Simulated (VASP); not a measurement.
# CuHgF (P4/nmm) in VASP: further runs

The runs below take CuHgF through single point, with LDA.

Everything below comes from runs of VASP 6.6.1. Logs are shortened: lines on timing, memory, paths and dates and some standing lists are left out, and cuts for length are marked.

**1. The cell of the first run**

Symmetry: P4/nmm, No. 129, tetragonal system. The conventional cell has a = 3.801 Å, b = 3.801 Å, c = 6.309 Å, α = 90.00°, β = 90.00°, γ = 90.00°. Hg (site symmetry 4mm) has 4 Cu at 2.31 Å and 5 F at 2.81 to 2.83 Å within 3.1 Å. Within 3.9 Å of F (site symmetry 4mm) lie 6 Hg at 2.81 to 3.50 Å and 4 Cu at 2.90 Å and 8 F at 3.30 to 3.80 Å. Within 3.1 Å of Cu (site symmetry -4m2) lie 4 Hg at 2.31 Å and 4 Cu at 2.69 Å and 4 F at 2.90 Å.

**2. Single point, LDA**

File INCAR:

```
ALGO = Normal
EDIFF = 1E-6
ENCUT = 600
GGA_COMPAT = False
ISIF = 2
ISMEAR = -1
LASPH = True
LCHARG = False
LREAL = False
LWAVE = False
NBANDS = 39
NELM = 120
PREC = Accurate
SIGMA = 0.1
```

File KPOINTS:

```
k-points
0
Gamma
  5 5 3
```

File POSCAR:

```
CuHgF
1.0
    3.8011020000      0.0000000000      0.0000000000
    0.0000000000      3.8011020000      0.0000000000
    0.0000000000      0.0000000000      6.3088570000
Hg F Cu
2 2 2
Direct
    0.0000000000      0.5000000000      0.2077000000
    0.5000000000      0.0000000000      0.7923000000
    0.0000000000      0.5000000000      0.6524000000
    0.5000000000      0.0000000000      0.3476000000
    0.0000000000      0.0000000000      0.0000000000
    0.5000000000      0.5000000000      0.0000000000
```

Potentials or basis: VASP PAW LDA potentials, release 64 (Hg, F, Cu).

Run with:

```bash
$ cat potpaw_LDA.64/Hg/POTCAR potpaw_LDA.64/F/POTCAR potpaw_LDA.64/Cu/POTCAR > POTCAR
$ mpirun -np 1 vasp_std > vasp.out
```

OUTCAR:

```text
EDIFF = 1E-6
   ENCUT = 600
   ISIF = 2
   ISMEAR = -1
   LASPH = True
   LREAL = False
   NELM = 120
   PREC = Accurate

 ion  position               nearest neighbor table
   1  0.000  0.500  0.208-   5 2.31   6 2.31   5 2.31   6 2.31   3 2.81   4 2.83   4 2.83   4 2.83
                             4 2.83   2 3.75   2 3.75   2 3.75   2 3.75
   2  0.500  0.000  0.792-   5 2.31   6 2.31   6 2.31   5 2.31   4 2.81   3 2.83   3 2.83   3 2.83
                             3 2.83   1 3.75   1 3.75   1 3.75   1 3.75
   3  0.000  0.500  0.652-   1 2.81   2 2.83   2 2.83   2 2.83   2 2.83
   4  0.500  0.000  0.348-   2 2.81   1 2.83   1 2.83   1 2.83   1 2.83
   5  0.000  0.000  0.000-   1 2.31   2 2.31   1 2.31   2 2.31   6 2.69   6 2.69   6 2.69   6 2.69

   6  0.500  0.500  0.000-   1 2.31   2 2.31   2 2.31   1 2.31   5 2.69   5 2.69   5 2.69   5 2.69

  LATTYP: Found a simple tetragonal cell.
 ALAT       =     3.8011020000
 C/A-ratio  =     1.6597442005

  Lattice vectors:

 A1 = (   3.8011020000,   0.0000000000,   0.0000000000)
 A2 = (   0.0000000000,   3.8011020000,   0.0000000000)
 A3 = (   0.0000000000,   0.0000000000,   6.3088570000)

Analysis of symmetry for initial positions (statically):
=====================================================================
 Subroutine PRICEL returns:
 Original cell was already a primitive cell.

 Routine SETGRP: Setting up the symmetry group for a
 simple tetragonal supercell.

 Subroutine GETGRP returns: Found 16 space group operations
 (whereof  8 operations were pure point group operations)
 out of a pool of 16 trial point group operations.

The static configuration has the point symmetry D_2d.
 The point group associated with its full space group is D_4h.

Analysis of symmetry for dynamics (positions and initial velocities):
=====================================================================
 Subroutine PRICEL returns:
 Original cell was already a primitive cell.

 Routine SETGRP: Setting up the symmetry group for a
 simple tetragonal supercell.

 Subroutine GETGRP returns: Found 16 space group operations
 (whereof  8 operations were pure point group operations)
 out of a pool of 16 trial point group operations.

The dynamic configuration has the point symmetry D_2d.
 The point group associated with its full space group is D_4h.

 Subroutine INISYM returns: Found 16 space group operations
 (whereof  8 operations are pure point group operations),
 and found     1 'primitive' translations

----------------------------------------------------------------------------------------

                                     Primitive cell

  volume of cell :      91.1527

  direct lattice vectors                    reciprocal lattice vectors
     3.801102000  0.000000000  0.000000000     0.263081601  0.000000000  0.000000000
     0.000000000  3.801102000  0.000000000     0.000000000  0.263081601  0.000000000
     0.000000000  0.000000000  6.308857000     0.000000000  0.000000000  0.158507318

  length of vectors
     3.801102000  3.801102000  6.308857000     0.263081601  0.263081601  0.158507318

  position of ions in fractional coordinates (direct lattice)
     0.000000000  0.500000000  0.207700000
     0.500000000  0.000000000  0.792300000
     0.000000000  0.500000000  0.652400000
     0.500000000  0.000000000  0.347600000
     0.000000000  0.000000000  0.000000000
     0.500000000  0.500000000  0.000000000

  ion indices of the primitive-cell ions
   primitive index   ion index
                 1           1
                 2           2
                 3           3
                 4           4
                 5           5
                 6           6

----------------------------------------------------------------------------------------

 KPOINTS: k-points

Automatic generation of k-mesh.
 Grid dimensions read from file:
 generate k-points for:    5    5    3

 Generating k-lattice:

  Cartesian coordinates                     Fractional coordinates (reciprocal lattice)
     0.052616320  0.000000000  0.000000000     0.200000000  0.000000000  0.000000000
     0.000000000  0.052616320  0.000000000     0.000000000  0.200000000  0.000000000
     0.000000000  0.000000000  0.052835773     0.000000000  0.000000000  0.333333333

  Length of vectors
     0.052616320  0.052616320  0.052835773

  Shift w.r.t. Gamma in fractional coordinates (k-lattice)
     0.000000000  0.000000000  0.000000000

 Subroutine IBZKPT returns following result:
 ===========================================

 Found     12 irreducible k-points:

 Following reciprocal coordinates:
            Coordinates               Weight
  0.000000  0.000000  0.000000      1.000000
  0.200000  0.000000  0.000000      4.000000
  0.400000  0.000000  0.000000      4.000000
  0.200000  0.200000  0.000000      4.000000
  0.400000  0.200000  0.000000      8.000000
  0.400000  0.400000  0.000000      4.000000
  0.000000  0.000000  0.333333      2.000000
  0.200000  0.000000  0.333333      8.000000
  0.400000  0.000000  0.333333      8.000000
  0.200000  0.200000  0.333333      8.000000
  0.400000  0.200000  0.333333     16.000000
  0.400000  0.400000  0.333333      8.000000
   k-points           NKPTS =     12   k-points in BZ     NKDIM =     12   number of bands    NBANDS=     39
   number of dos      NEDOS =    301   number of ions     NIONS =      6
   total plane-waves  NPLWV =  45000
   dimension x,y,z NGX =    30 NGY =   30 NGZ =   50
   dimension x,y,z NGXF=    60 NGYF=   60 NGZF=  100
   ions per type =               2   2   2
   NGX,Y,Z   is equivalent  to a cutoff of  13.12, 13.12, 13.18 a.u.
   NGXF,Y,Z  is equivalent  to a cutoff of  26.24, 26.24, 26.35 a.u.
 SYSTEM =  unknown system
   PREC   = accura    normal or accurate (medium, high low for compatibility)
   ISTART =      0    job   : 0-new  1-cont  2-samecut
   ICHARG =      2    charge: 1-file 2-atom 10-const
   ISPIN  =      1    spin polarized calculation?
   LNONCOLLINEAR =      F non collinear calculations
   LSORBIT =      F    spin-orbit coupling
   LASPH  =      T    aspherical Exc in radial PAW
   ENCUT  =  600.0 eV  44.10 Ry    6.64 a.u.   7.59  7.59 12.60*2*pi/ulx,y,z
   NELM   =    120;   NELMIN=  2; NELMDL= -5     # of ELM steps
   EDIFF  = 0.1E-05   stopping-criterion for ELM
   LREAL  =      F    real-space projection
   EDIFFG = 0.1E-04   stopping-criterion for IOM
   NSW    =      0    number of steps for IOM
   IBRION =     -1    ionic relax: 0-MD 1-quasi-New 2-CG
   NFREE  =      0    steps in history (QN), initial steepest desc. (CG)
   ISIF   =      2    stress and relaxation
   ISYM   =      2    0-nonsym 1-usesym 2-fastsym
   POTIM  = 0.5000    time-step for ionic-motion
   TEBEG  =    0.0;   TEEND  =   0.0 temperature during run
   PSTRESS=    0.0 pullay stress
   NELECT =      60.0000    total number of electrons
   NUPDOWN=      -1.0000    fix difference up-down
   EMIN   =  10.00;   EMAX   =-10.00  energy-range for DOS
   EFERMI =   0.00;   METHOD = LEGACY
   ISMEAR =    -1;   SIGMA  =   0.10  broadening in eV -4-tet -1-fermi 0-gaus
   EFERMI_NEDOS =   21; number of points for ismear=-14 and -15
   IALGO  =     38    algorithm
   IMIX   =      4    mixing-type and parameters
     AMIX     =   0.40;   BMIX     =  1.00
     AMIX_MAG =   1.60;   BMIX_MAG =  1.00
  volume/ion in A,a.u.               =      15.19       102.52
  Fermi-wavevector in a.u.,A,eV,Ry     =   1.424083  2.691127 27.592788  2.028013
  Thomas-Fermi vector in A             =   2.544612
   LORBIT       =      0    0 simple, 1 ext, 2 COOP (PROOUT), +10 PAW based schemes
   GGA     = CA    functional components
   LHFCALC =     F    Hartree Fock is set to
   AEXX    =    0.0000 exact exchange contribution
   IVDW    =     0    specifies the selected vdW correction
   LEPSILON=     F    determine dielectric tensor
   LRPA    =     F    only Hartree local field effects (RPA)
 non-spin polarized calculation
  energy-cutoff  :      600.00
  volume of cell :       91.15
 maximum number of plane-waves:      3057
 NGX is ok and might be reduce to    30
   NGX = 15   NGY = 15   NGZ = 25

 number of electron      60.0000008 magnetization

 Free energy of the ion-electron system (eV)
  ---------------------------------------------------
  ext. energy  EPLUGINS =         0.00000000
  ---------------------------------------------------
  free energy    TOTEN  =       -16.66837472 eV

  energy without entropy =      -16.66550617  energy(sigma->0) =      -16.66694045

 E-fermi :   2.6441     XC(G=0): -11.3210

 val. band max:        2.1903667010   @ k =   0.2000   0.2000   0.0000
 cond. band min:       3.0917967863   @ k =   0.4000   0.0000   0.3333
 fundamental gap:      0.9014300853
 Fermi energy:         2.6440588700

 k-point     1 :       0.0000    0.0000    0.0000
  band No.  band energies     occupation
      1     -18.4667      2.00000
      2     -18.3200      2.00000
      3      -6.1999      2.00000
      4      -5.4594      2.00000
      5      -5.1285      2.00000
      6      -5.0835      2.00000
[... 31 lines left out ...]
     38      12.2703      0.00000
     39      13.1954      0.00000

 k-point     2 :       0.2000    0.0000    0.0000
  band No.  band energies     occupation
      1     -18.4406      2.00000
      2     -18.3219      2.00000
      3      -6.0347      2.00000
      4      -5.4049      2.00000
      5      -5.1311      2.00000
      6      -5.0775      2.00000
[... 31 lines left out ...]
     38      13.5810      0.00000
     39      13.7851      0.00000

 k-point     3 :       0.4000    0.0000    0.0000
  band No.  band energies     occupation
      1     -18.3842      2.00000
      2     -18.3389      2.00000
      3      -5.7440      2.00000
      4      -5.4763      2.00000
      5      -5.1520      2.00000
      6      -5.0908      2.00000
[... 31 lines left out ...]
     38      13.1447      0.00000
     39      14.7177      0.00000

 k-point     4 :       0.2000    0.2000    0.0000
  band No.  band energies     occupation
      1     -18.4195      2.00000
      2     -18.3236      2.00000
      3      -5.9046      2.00000
      4      -5.3585      2.00000
      5      -5.2151      2.00000
      6      -5.0258      2.00000
[... 31 lines left out ...]
     38      13.2131      0.00000
     39      13.5596      0.00000

 k-point     5 :       0.4000    0.2000    0.0000
  band No.  band energies     occupation
      1     -18.3741      2.00000
      2     -18.3375      2.00000
      3      -5.7161      2.00000
      4      -5.5186      2.00000
      5      -5.1126      2.00000
      6      -5.0336      2.00000
[... 31 lines left out ...]
     38      13.1012      0.00000
     39      14.5276      0.00000

 k-point     6 :       0.4000    0.4000    0.0000
  band No.  band energies     occupation
      1     -18.3533      2.00000
      2     -18.3394      2.00000
      3      -5.7378      2.00000
      4      -5.6730      2.00000
      5      -5.0053      2.00000
      6      -4.9868      2.00000
[... 31 lines left out ...]
     38      12.4922      0.00000
     39      14.7104      0.00000

 k-point     7 :       0.0000    0.0000    0.3333
  band No.  band energies     occupation
      1     -18.4598      2.00000
      2     -18.3244      2.00000
      3      -6.3048      2.00000
      4      -5.4499      2.00000
      5      -5.1626      2.00000
      6      -5.1381      2.00000
[... 31 lines left out ...]
     38      12.1613      0.00000
     39      12.3242      0.00000

 k-point     8 :       0.2000    0.0000    0.3333
  band No.  band energies     occupation
      1     -18.4351      2.00000
      2     -18.3250      2.00000
      3      -6.1428      2.00000
      4      -5.4015      2.00000
      5      -5.1124      2.00000
      6      -5.0871      2.00000
[... 31 lines left out ...]
     38      13.5996      0.00000
     39      13.8297      0.00000

 k-point     9 :       0.4000    0.0000    0.3333
  band No.  band energies     occupation
      1     -18.3816      2.00000
      2     -18.3392      2.00000
      3      -5.8365      2.00000
      4      -5.5200      2.00000
      5      -5.1355      2.00000
      6      -5.0992      2.00000
[... 31 lines left out ...]
     38      12.8345      0.00000
     39      13.4398      0.00000

 k-point    10 :       0.2000    0.2000    0.3333
  band No.  band energies     occupation
      1     -18.4151      2.00000
      2     -18.3257      2.00000
      3      -5.9975      2.00000
      4      -5.3560      2.00000
      5      -5.1799      2.00000
      6      -5.0438      2.00000
[... 31 lines left out ...]
     38      13.4129      0.00000
     39      13.9678      0.00000

 k-point    11 :       0.4000    0.2000    0.3333
  band No.  band energies     occupation
      1     -18.3719      2.00000
      2     -18.3375      2.00000
      3      -5.7685      2.00000
      4      -5.5271      2.00000
      5      -5.1109      2.00000
      6      -5.0718      2.00000
[... 31 lines left out ...]
     38      13.3095      0.00000
     39      14.4688      0.00000

 k-point    12 :       0.4000    0.4000    0.3333
  band No.  band energies     occupation
      1     -18.3519      2.00000
      2     -18.3388      2.00000
      3      -5.7335      2.00000
      4      -5.6504      2.00000
      5      -5.0914      2.00000
      6      -5.0772      2.00000
[... 31 lines left out ...]
     38      13.1262      0.00000
     39      15.0881      0.00000

------------------------ aborting loop because EDIFF is reached ----------------------------------------

  FORCE on cell =-STRESS in cart. coord.  units (eV):
  Direction    XX          YY          ZZ          XY          YZ          ZX
  --------------------------------------------------------------------------------------
  -------------------------------------------------------------------------------------
  Total        9.2572853      9.2572853      9.0171657      0.0000000      0.0000000      0.0000000
  in kB      162.7138422    162.7138422    158.4932974      0.0000000      0.0000000      0.0000000
  external PRESSURE =     161.3069940 kB  Pullay stress =       0.0000000 kB

 VOLUME and BASIS-vectors are now :
 -----------------------------------------------------------------------------
  energy-cutoff  :      600.00
  volume of cell :       91.15
      direct lattice vectors                 reciprocal lattice vectors
     3.801102000  0.000000000  0.000000000     0.263081601  0.000000000  0.000000000
     0.000000000  3.801102000  0.000000000     0.000000000  0.263081601  0.000000000
     0.000000000  0.000000000  6.308857000     0.000000000  0.000000000  0.158507318

 POSITION                                       TOTAL-FORCE (eV/Angst)
 -----------------------------------------------------------------------------------
      0.00000      1.90055      1.31035        -0.000000      0.000000      6.436418
      1.90055      0.00000      4.99851         0.000000     -0.000000     -6.436418
      0.00000      1.90055      4.11590         0.000000     -0.000000     -0.067543
      1.90055      0.00000      2.19296        -0.000000      0.000000      0.067543
      0.00000      0.00000      0.00000         0.000000      0.000000     -0.000000
      1.90055      1.90055      0.00000        -0.000000     -0.000000     -0.000000
 -----------------------------------------------------------------------------------
    total drift:                                0.000000      0.000000     -0.000000

  FREE ENERGIE OF THE ION-ELECTRON SYSTEM (eV)
  ---------------------------------------------------
  free  energy   TOTEN  =       -16.6683747173 eV

  energy  without entropy=      -16.6655061731  energy(sigma->0) =      -16.66694045
```

Wall time 1.9 min (1 thread of AMD EPYC 7R13, shared host); peak memory 0.17 GiB.

Results:

```yaml
Free_energy: -16.6684 eV
Pressure: 16.1 GPa
Largest_force: 6.436 eV/Å
Band_gap_on_the_k_mesh: 0.90 eV (least direct gap 1.56 eV)
```

Forces on the atoms (eV/Å):
```
Hg   0.000  0.000  6.436
Hg   0.000  0.000 -6.436
F    0.000  0.000 -0.068
F    0.000  0.000  0.068
Cu   0.000  0.000  0.000
Cu   0.000  0.000  0.000
```

Caveat: the cell stands under pressure; spin-orbit coupling is left out, which moves the levels of the heavy elements; forces of over 1 eV/Å act on the atoms, so gaps and moduli don't describe the material at rest. A k mesh can miss the band edges.

[end of part 1 of 2]
